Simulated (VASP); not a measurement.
Runs of VASP 6.6.1 on GaAs. The structure is that of space group F-43m (No. 216), or close to it. The cells are those of the table. 

| task | cell | cutoff (eV) | smearing | ions in elastic constants | gap on the mesh (eV) | pressure (GPa) |
| --- | --- | --- | --- | --- | --- | --- |
| single point | a = 4.085 Å, angles 60.0°, 2 atoms | 520 | gaussian 0.02 eV | - | (c) | -3.6 |
| single point | a = 3.966 Å, angles 60.0°, 2 atoms | 520 | gaussian 0.02 eV | - | (b) | 2.5 |
| single point | a = 4.007 Å, angles 60.0°, 2 atoms | 520 | gaussian 0.01 eV | - | 0.94 | 0.1 |
| single point | a = 3.925 Å, angles 60.0°, 2 atoms | 520 | gaussian 0.02 eV | - | 1.45 | 5.3 |
| single point | a = 4.046 Å, angles 60.0°, 2 atoms | 520 | gaussian 0.02 eV | - | (a) | -1.9 |

Alike in all rows: level r2SCAN; potentials or basis VASP PAW PBE potentials, release 64 (Ga_d, As); no spin polarisation; k mesh 8 × 8 × 8.

Q: Estimate the missing entries.

A: (a) 0.71; (b) 1.19; (c) 0.48.

Caveats: the PAW data sets were made with another functional, which shifts forces and pressure a little.

A k mesh can miss the band edges, and the runs leave out spin-orbit coupling on As, Ga.
